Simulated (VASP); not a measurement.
# TaN (I4mm) in VASP: further runs

TaN is run at these levels: r2SCAN; tasks: single point.

All numbers are computed with VASP 6.6.1; they aren't measurements. Logs are shortened: lines on timing, memory, paths and dates and some standing lists are left out, and cuts for length are marked.

## 1. The cell of the first run

The structure is tetragonal, space group I4mm (No. 107). Conventional cell: a = 3.082 Å, b = 3.082 Å, c = 4.358 Å, α = 90.00°, β = 90.00°, γ = 90.00°. Ta (site symmetry 4mm) has 6 N at 2.08 to 2.28 Å within 2.8 Å. Within 2.8 Å of N (site symmetry 4mm) lie 6 Ta at 2.08 to 2.28 Å.

## 2. Single point, r2SCAN (all Ta atoms moved -0.100 Å, as atom 1 along Cartesian [0 0 1])

Input file POSCAR:

```
TaN
1.0
    0.0000000000      2.1790000000      2.1790000000
    2.1790000000      0.0000000000      2.1790000000
    2.1790000000      2.1790000000      0.0000000000
Ta N
1 1
Direct
    0.4770536944      0.4770536944      0.5229463056
    0.0000000000      0.0000000000      0.0000000000
```

Input file INCAR.step1:

```
PREC = Accurate
ENCUT = 520
ISMEAR = 0
SIGMA = 0.15
LREAL = False
LASPH = True
NELM = 60
NBANDS = 15
GGA = PE
ALGO = Normal
EDIFF = 1E-4
LWAVE = True
LCHARG = False
```

Input file INCAR.step2:

```
PREC = Accurate
ENCUT = 520
EDIFF = 1E-6
ISMEAR = 0
SIGMA = 0.15
LREAL = False
LASPH = True
NELM = 60
ALGO = Normal
ISIF = 2
LWAVE = False
LCHARG = False
METAGGA = R2SCAN
LMIXTAU = True
NBANDS = 15
ISTART = 1
```

Input file KPOINTS:

```
regular mesh
0
Gamma
  18 18 18
```

Potentials or basis: VASP PAW PBE potentials, release 64 (Ta_pv, N).

Started as:

```
cat potpaw_PBE.64/Ta_pv/POTCAR potpaw_PBE.64/N/POTCAR > POTCAR
cp INCAR.step1 INCAR
mpirun -np 1 vasp_std > vasp.out
cp INCAR.step2 INCAR
mpirun -np 1 vasp_std > vasp.out
```

OUTCAR:

```text
PREC = Accurate
   ENCUT = 520
   EDIFF = 1E-6
   ISMEAR = 0
   LREAL = False
   LASPH = True
   NELM = 60
   ISIF = 2
   METAGGA = R2SCAN
   ISTART = 1

 ion  position               nearest neighbor table
   1  0.477  0.477  0.523-   2 2.08   2 2.18   2 2.18   2 2.18   2 2.18   2 2.28
   2  0.000  0.000  0.000-   1 2.08   1 2.18   1 2.18   1 2.18   1 2.18   1 2.28

  LATTYP: Found a face centered cubic cell.
 ALAT       =     4.3580000000

  Lattice vectors:

 A1 = (   0.0000000000,   2.1790000000,   2.1790000000)
 A2 = (   2.1790000000,   0.0000000000,   2.1790000000)
 A3 = (   2.1790000000,   2.1790000000,   0.0000000000)

Analysis of symmetry for initial positions (statically):
=====================================================================
 Subroutine PRICEL returns:
 Original cell was already a primitive cell.

 Routine SETGRP: Setting up the symmetry group for a
 face centered cubic supercell.

 Subroutine GETGRP returns: Found  8 space group operations
 (whereof  8 operations were pure point group operations)
 out of a pool of 48 trial point group operations.

The static configuration has the point symmetry C_4v.

Analysis of symmetry for dynamics (positions and initial velocities):
=====================================================================
 Subroutine PRICEL returns:
 Original cell was already a primitive cell.

 Routine SETGRP: Setting up the symmetry group for a
 face centered cubic supercell.

 Subroutine GETGRP returns: Found  8 space group operations
 (whereof  8 operations were pure point group operations)
 out of a pool of 48 trial point group operations.

The dynamic configuration has the point symmetry C_4v.

 Subroutine INISYM returns: Found  8 space group operations
 (whereof  8 operations are pure point group operations),
 and found     1 'primitive' translations

----------------------------------------------------------------------------------------

                                     Primitive cell

  volume of cell :      20.6920

  direct lattice vectors                    reciprocal lattice vectors
     0.000000000  2.179000000  2.179000000    -0.229463056  0.229463056  0.229463056
     2.179000000  0.000000000  2.179000000     0.229463056 -0.229463056  0.229463056
     2.179000000  2.179000000  0.000000000     0.229463056  0.229463056 -0.229463056

  length of vectors
     3.081571352  3.081571352  3.081571352     0.397441672  0.397441672  0.397441672

  position of ions in fractional coordinates (direct lattice)
     0.477053694  0.477053694  0.522946306
     0.000000000  0.000000000  0.000000000

  ion indices of the primitive-cell ions
   primitive index   ion index
                 1           1
                 2           2

----------------------------------------------------------------------------------------

 KPOINTS: regular mesh

Automatic generation of k-mesh.
 Grid dimensions read from file:
 generate k-points for:   18   18   18

 Generating k-lattice:

  Cartesian coordinates                     Fractional coordinates (reciprocal lattice)
    -0.012747948  0.012747948  0.012747948     0.055555556  0.000000000  0.000000000
     0.012747948 -0.012747948  0.012747948     0.000000000  0.055555556  0.000000000
     0.012747948  0.012747948 -0.012747948     0.000000000  0.000000000  0.055555556

  Length of vectors
     0.022080093  0.022080093  0.022080093

  Shift w.r.t. Gamma in fractional coordinates (k-lattice)
     0.000000000  0.000000000  0.000000000

 Subroutine IBZKPT returns following result:
 ===========================================

 Found    480 irreducible k-points:

 Following reciprocal coordinates:
            Coordinates               Weight
  0.000000  0.000000  0.000000      1.000000
  0.055556  0.000000  0.000000      8.000000
  0.111111  0.000000  0.000000      8.000000
  0.166667  0.000000  0.000000      8.000000
  0.222222  0.000000  0.000000      8.000000
  0.277778  0.000000  0.000000      8.000000
[... 16 lines left out ...]
  0.388889  0.055556  0.000000      8.000000
  0.000000  0.388889  0.055556     16.000000
 [... further k-points ...]
   k-points           NKPTS =    480   k-points in BZ     NKDIM =    480   number of bands    NBANDS=     15
   number of dos      NEDOS =    301   number of ions     NIONS =      2
   total plane-waves  NPLWV =  13824
   dimension x,y,z NGX =    24 NGY =   24 NGZ =   24
   dimension x,y,z NGXF=    48 NGYF=   48 NGZF=   48
   ions per type =               1   1
   NGX,Y,Z   is equivalent  to a cutoff of  12.95, 12.95, 12.95 a.u.
   NGXF,Y,Z  is equivalent  to a cutoff of  25.90, 25.90, 25.90 a.u.
 SYSTEM =  unknown system
   PREC   = accura    normal or accurate (medium, high low for compatibility)
   ISTART =      1    job   : 0-new  1-cont  2-samecut
   ICHARG =      0    charge: 1-file 2-atom 10-const
   ISPIN  =      1    spin polarized calculation?
   LNONCOLLINEAR =      F non collinear calculations
   LSORBIT =      F    spin-orbit coupling
   LASPH  =      T    aspherical Exc in radial PAW
   ENCUT  =  520.0 eV  38.22 Ry    6.18 a.u.   5.73  5.73  5.73*2*pi/ulx,y,z
   NELM   =     60;   NELMIN=  2; NELMDL=  0     # of ELM steps
   EDIFF  = 0.1E-05   stopping-criterion for ELM
   LREAL  =      F    real-space projection
   EDIFFG = 0.1E-04   stopping-criterion for IOM
   NSW    =      0    number of steps for IOM
   IBRION =     -1    ionic relax: 0-MD 1-quasi-New 2-CG
   NFREE  =      0    steps in history (QN), initial steepest desc. (CG)
   ISIF   =      2    stress and relaxation
   ISYM   =      2    0-nonsym 1-usesym 2-fastsym
   POTIM  = 0.5000    time-step for ionic-motion
   TEBEG  =    0.0;   TEEND  =   0.0 temperature during run
   PSTRESS=    0.0 pullay stress
   NELECT =      16.0000    total number of electrons
   NUPDOWN=      -1.0000    fix difference up-down
   EMIN   =  10.00;   EMAX   =-10.00  energy-range for DOS
   EFERMI =   0.00;   METHOD = LEGACY
   ISMEAR =     0;   SIGMA  =   0.15  broadening in eV -4-tet -1-fermi 0-gaus
   EFERMI_NEDOS =   21; number of points for ismear=-14 and -15
   IALGO  =     38    algorithm
   IMIX   =      4    mixing-type and parameters
     AMIX     =   0.40;   BMIX     =  1.00
     AMIX_MAG =   1.60;   BMIX_MAG =  1.00
  volume/ion in A,a.u.               =      10.35        69.82
  Fermi-wavevector in a.u.,A,eV,Ry     =   1.502615  2.839530 30.719922  2.257851
  Thomas-Fermi vector in A             =   2.613832
   LORBIT       =      0    0 simple, 1 ext, 2 COOP (PROOUT), +10 PAW based schemes
   METAGGA = R2SCAN    functional components
   LHFCALC =     F    Hartree Fock is set to
   AEXX    =    0.0000 exact exchange contribution
   IVDW    =     0    specifies the selected vdW correction
   LEPSILON=     F    determine dielectric tensor
   LRPA    =     F    only Hartree local field effects (RPA)
 non-spin polarized calculation
 Gauss-broadening in eV      SIGMA  =   0.15
  energy-cutoff  :      520.00
  volume of cell :       20.69
 maximum number of plane-waves:       568
   NGX = 11   NGY = 11   NGZ = 11

 number of electron      16.0000000 magnetization

 Free energy of the ion-electron system (eV)
  ---------------------------------------------------
  ext. energy  EPLUGINS =         0.00000000
  ---------------------------------------------------
  free energy    TOTEN  =       -59.56239830 eV

  energy without entropy =      -59.55387072  energy(sigma->0) =      -59.55813451

 E-fermi :   9.9146     XC(G=0): -14.6260

 val. band max:        9.9120470259   @ k =   0.3333   0.1111  -0.2778
 cond. band min:       9.9154608225   @ k =   0.3889   0.0556   0.0000
 fundamental gap:      0.0034137966
 Fermi energy:         9.9146226885

 k-point     1 :       0.0000    0.0000    0.0000
  band No.  band energies     occupation
      1     -27.1652      2.00000
      2     -27.1514      2.00000
      3     -27.1514      2.00000
      4     -10.3224      2.00000
      5       5.4224      2.00000
      6       5.4224      2.00000
      7       5.4465      2.00000
      8       7.6917      2.00000
      9       7.9933      2.00000
     10       7.9933      2.00000
     11      10.0733      0.13457
     12      10.3990      0.00000
     13      11.9164      0.00000
     14      19.5892      0.00000
     15      19.8834      0.00000

 k-point     2 :       0.0556    0.0000    0.0000
  band No.  band energies     occupation
      1     -27.1905      2.00000
      2     -27.1611      2.00000
      3     -27.1542      2.00000
      4     -10.2419      2.00000
      5       4.9025      2.00000
      6       5.1998      2.00000
      7       5.4135      2.00000
      8       7.7360      2.00000
      9       8.0440      2.00000
     10       8.1263      2.00000
     11      10.4221      0.00000
     12      10.7180      0.00000
     13      12.1578      0.00000
     14      19.5892      0.00000
     15      20.1306      0.00000

 k-point     3 :       0.1111    0.0000    0.0000
  band No.  band energies     occupation
      1     -27.2812      2.00000
      2     -27.1703      2.00000
      3     -27.1622      2.00000
      4     -10.0081      2.00000
      5       4.0695      2.00000
      6       4.6582      2.00000
      7       4.8757      2.00000
      8       7.9695      2.00000
      9       8.2516      2.00000
     10       8.3872      2.00000
     11      11.2781      0.00000
     12      11.5176      0.00000
     13      12.7948      0.00000
     14      19.5891      0.00000
     15      20.8265      0.00000
[... 343 lines left out ...]
 k-point    23 :       0.3889    0.0556    0.0000
  band No.  band energies     occupation
      1     -27.9872      2.00000
      2     -27.2459      2.00000
      3     -27.2419      2.00000
      4      -7.8098      2.00000
      5      -0.2119      2.00000
      6       2.0583      2.00000
      7       2.2546      2.00000
      8       9.9155      0.99370
      9      11.2778      0.00000
     10      11.4263      0.00000
     11      15.1792      0.00000
     12      16.0580      0.00000
     13      17.4709      0.00000
     14      19.5863      0.00000
     15      22.6364      0.00000

 k-point    24 :       0.0000    0.3889    0.0556
  band No.  band energies     occupation
      1     -27.9857      2.00000
      2     -27.2528      2.00000
      3     -27.2360      2.00000
      4      -7.8128      2.00000
      5      -0.2112      2.00000
      6       2.0280      2.00000
      7       2.2951      2.00000
      8       9.8752      1.28966
      9      11.2638      0.00000
     10      11.4277      0.00000
     11      15.2443      0.00000
     12      16.2320      0.00000
     13      17.2665      0.00000
     14      19.5862      0.00000
     15      22.5955      0.00000

 [... further k-points ...]
[... 5 lines left out ...]
  --------------------------------------------------------------------------------------
  -------------------------------------------------------------------------------------
  Total        1.5412000      1.5412000      2.2446099      0.0000000      0.0000000      0.0000000
  in kB      119.3350129    119.3350129    173.8000002      0.0000000      0.0000000      0.0000000
  external PRESSURE =     137.4900087 kB  Pullay stress =       0.0000000 kB

 VOLUME and BASIS-vectors are now :
 -----------------------------------------------------------------------------
  energy-cutoff  :      520.00
  volume of cell :       20.69
      direct lattice vectors                 reciprocal lattice vectors
     0.000000000  2.179000000  2.179000000    -0.229463056  0.229463056  0.229463056
     2.179000000  0.000000000  2.179000000     0.229463056 -0.229463056  0.229463056
     2.179000000  2.179000000  0.000000000     0.229463056  0.229463056 -0.229463056

 POSITION                                       TOTAL-FORCE (eV/Angst)
 -----------------------------------------------------------------------------------
      2.17900      2.17900      2.07900         0.000000      0.000000      0.928118
      0.00000      0.00000      0.00000         0.000000      0.000000     -0.928118
 -----------------------------------------------------------------------------------
    total drift:                               -0.000001     -0.000001     -0.000605

  FREE ENERGIE OF THE ION-ELECTRON SYSTEM (eV)
  ---------------------------------------------------
  free  energy   TOTEN  =       -59.5623982958 eV

  energy  without entropy=      -59.5538707204  energy(sigma->0) =      -59.55813451
```

Wall time 3.6 min (1 thread of Intel Xeon 6975P-C, shared host); peak memory 0.27 GiB.

Results:

```
Free energy            : -59.5624 eV
Pressure               : 13.7 GPa
Largest force          : 0.928 eV/Å
Band gap on the k mesh : zero (band 8 reaches 11.88 eV, above the bottom of band 9 at 7.97 eV)
```

Forces in eV/Å, atoms in the order of the input:
```
Ta   0.000  0.000  0.928
N    0.000  0.000 -0.928
```

Stress tensor (GPa, compression positive):
```
11.93  0.00  0.00
 0.00 11.93  0.00
 0.00  0.00 17.38
```

Caveat: the cell differs from its parent crystal (all Ta atoms moved -0.100 Å, as atom 1 along Cartesian [0 0 1]); the PAW data sets were made with another functional, which shifts forces and pressure a little; spin-orbit coupling is left out, which moves the levels of the heavy elements.

## 3. Single point, r2SCAN (all Ta atoms moved +0.075 Å, as atom 1 along Cartesian [0 0 1])

POSCAR, as its differences from that of step 2:

```diff
@@ -8,3 +8,3 @@
 Direct
-    0.4770536944      0.4770536944      0.5229463056
+    0.5172097292      0.5172097292      0.4827902708
     0.0000000000      0.0000000000      0.0000000000
```

Input file INCAR.step1:

```
SYSTEM = TaN
PREC = Accurate ; ENCUT = 520
ISMEAR = 0 ; SIGMA = 0.15
LREAL = .FALSE. ; LASPH = .TRUE.
NELM = 100 ; NBANDS = 15
GGA = PE ; ALGO = Normal
EDIFF = 1E-4 ; LWAVE = .TRUE.
LCHARG = .FALSE.
```

Input file INCAR.step2:

```
SYSTEM = TaN
PREC = Accurate ; ENCUT = 520
EDIFF = 1E-6 ; ISMEAR = 0
SIGMA = 0.15 ; LREAL = .FALSE.
LASPH = .TRUE. ; NELM = 100
ALGO = Normal ; ISIF = 2
LWAVE = .FALSE. ; LCHARG = .FALSE.
METAGGA = R2SCAN ; LMIXTAU = .TRUE.
NBANDS = 15 ; ISTART = 1
```

Input file KPOINTS:

```
regular mesh
0
G
  18 18 18
  0 0 0
```

Potentials or basis: VASP PAW PBE potentials, release 64 (Ta_pv, N).

Started as:

```
cat potpaw_PBE.64/Ta_pv/POTCAR potpaw_PBE.64/N/POTCAR > POTCAR
cp INCAR.step1 INCAR
mpirun -np 1 vasp_std > vasp.out
cp INCAR.step2 INCAR
mpirun -np 1 vasp_std > vasp.out
```

Wall time 4 min (1 thread of Intel Xeon 6975P-C, shared host); peak memory 0.27 GiB.

It converged, with:

```
Free energy            : -59.5823 eV
Pressure               : 12.9 GPa
Largest force          : 0.669 eV/Å
Band gap on the k mesh : zero (band 8 reaches 11.90 eV, above the bottom of band 9 at 7.87 eV)
```

Forces on the atoms (eV/Å):
```
Ta   0.000  0.000 -0.669
N    0.000  0.000  0.669
```

Stress tensor (GPa, compression positive):
```
11.92  0.00  0.00
 0.00 11.92  0.00
 0.00  0.00 15.00
```

Levels at points of the mesh, in eV from the Fermi level:
```
           k point  band 6  band 7  band 8  band 9  band 10  band 11
(0.00, 0.00, 0.00)   -4.39   -4.37   -2.24   -2.06    -2.06     0.14
(0.50, 0.00, 0.00)   -8.20   -8.19    1.98    2.03     2.15     4.14
(0.50, 0.50, 0.00)   -5.81   -5.07   -5.07    2.31     3.71     3.71
(0.00, 0.50, 0.50)   -6.17   -5.10   -4.69    2.35     3.71     3.72
```

Caveat: the cell differs from its parent crystal (all Ta atoms moved +0.075 Å, as atom 1 along Cartesian [0 0 1]); the PAW data sets were made with another functional, which shifts forces and pressure a little; spin-orbit coupling is left out, which moves the levels of the heavy elements.

## 4. Single point, r2SCAN (all Ta atoms moved -0.050 Å, as atom 1 along Cartesian [0 0 1])

POSCAR, as its differences from that of step 3:

```diff
@@ -8,3 +8,3 @@
 Direct
-    0.5172097292      0.5172097292      0.4827902708
+    0.4885268472      0.4885268472      0.5114731528
     0.0000000000      0.0000000000      0.0000000000
```

Input file INCAR.step1:

```
  ALGO = Normal
  EDIFF = 1E-4
  ENCUT = 520
  GGA = PE
  ISMEAR = 0
  LASPH = T
  LCHARG = F
  LREAL = F
  LWAVE = T
  NBANDS = 15
  NELM = 80
  PREC = Accurate
  SIGMA = 0.15
```

Input file INCAR.step2:

```
  ALGO = Normal
  EDIFF = 1E-6
  ENCUT = 520
  ISIF = 2
  ISMEAR = 0
  ISTART = 1
  LASPH = T
  LCHARG = F
  LMIXTAU = T
  LREAL = F
  LWAVE = F
  METAGGA = R2SCAN
  NBANDS = 15
  NELM = 80
  PREC = Accurate
  SIGMA = 0.15
```

Input file KPOINTS:

```
k-points
0
Gamma
  18 18 18
```

Started as:

```
cat potpaw_PBE.64/Ta_pv/POTCAR potpaw_PBE.64/N/POTCAR > POTCAR
cp INCAR.step1 INCAR
mpirun -np 1 vasp_std > vasp.out
cp INCAR.step2 INCAR
mpirun -np 1 vasp_std > vasp.out
```

It took 3.8 min on 1 thread of Intel Xeon 6975P-C, shared host; peak memory 0.27 GiB.

Results (log left out):

* Free energy: -59.5960 eV
* Pressure: 12.4 GPa
* Largest force: 0.432 eV/Å
* Band gap on the k mesh: zero (band 8 reaches 11.92 eV, above the bottom of band 9 at 7.77 eV)

Forces on the atoms (eV/Å):
```
Ta   0.000  0.000  0.432
N    0.000  0.000 -0.432
```

Stress tensor (GPa, compression positive):
```
11.92  0.00  0.00
 0.00 11.92  0.00
 0.00  0.00 13.30
```

Levels at points of the mesh, in eV from the Fermi level:
| k point | band 6 | band 7 | band 8 | band 9 | band 10 | band 11 |
| --- | --- | --- | --- | --- | --- | --- |
| (0.00, 0.00, 0.00) | -4.31 | -4.30 | -2.25 | -2.17 | -2.17 | 0.13 |
| (0.50, 0.00, 0.00) | -8.21 | -8.21 | 1.99 | 2.01 | 2.15 | 4.16 |
| (0.50, 0.50, 0.00) | -5.82 | -5.08 | -5.08 | 2.30 | 3.70 | 3.70 |
| (0.00, 0.50, 0.50) | -6.01 | -5.09 | -4.88 | 2.32 | 3.70 | 3.70 |

Caveat: the cell differs from its parent crystal (all Ta atoms moved -0.050 Å, as atom 1 along Cartesian [0 0 1]); the PAW data sets were made with another functional, which shifts forces and pressure a little; spin-orbit coupling is left out, which moves the levels of the heavy elements.

[end of part 1 of 2]
